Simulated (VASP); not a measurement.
The system is B.

```
CELL_PARAMETERS angstrom
1.83500 0.00000 0.00000
-0.91750 1.58916 0.00000
0.00000 0.00000 2.20050
ATOMIC_POSITIONS crystal
B 0.00000 0.00000 0.00000
```

This isn't the form of B at room conditions, which is rhombohedral.

| Quantity | Value |
| --- | --- |
| Program | VASP 6.6.1 |
| Task | relaxation of cell and atoms |
| Functional | PBEsol |
| Potentials or basis | VASP PAW PBE potentials, release 64 (B) |
| Cutoff | 600 eV |
| k mesh | 33 × 33 × 24 |
| Occupations | gaussian, width 0.1 eV |
| Spin | no spin polarisation |

At the start: pressure 1.7 GPa; volume 6.42 Å³/atom.

Where does the relaxation end?

Over 14 steps the energy falls by 277.5 meV/atom and the volume is 8.39 Å³/atom (+30.8 %); space group P6/mmm (No. 191, to 0.1 Å) before and after.

The path:
```csv
step,energy change (eV),largest force (eV/Å),pressure (GPa),volume (Å³)
1,0.0000,0.0000,1.68,6.42
2,-0.0033,0.0000,0.44,6.48
3,-0.0105,0.0000,-2.76,6.66
4,-0.0331,0.0000,-7.06,7.02
5,-0.1639,0.0000,-11.39,7.67
6,-0.2701,0.0000,2.13,8.78
7,-0.2766,0.0000,-2.08,8.57
8,-0.0273,0.0000,49.42,7.80
9,-0.2769,0.0000,-0.89,8.55
10,-0.2769,0.0000,-0.76,8.55
11,-0.2770,0.0000,1.19,8.26
12,-0.2775,0.0000,0.26,8.39
13,-0.2756,0.0000,-3.30,8.42
14,-0.2775,0.0000,0.00,8.39
```

Final structure:
```xyz
1
Lattice="1.7084 0.0000 0.0000 -0.8542 1.4795 0.0000 0.0000 0.0000 3.3201" Properties=species:S:1:pos:R:3 pbc="T T T"
B     0.0000    0.0000    0.0000
```

Caveat: the volume moved by over 15 % at a fixed basis, so the end points are rough; the PAW data sets were made with another functional, which shifts forces and pressure a little.
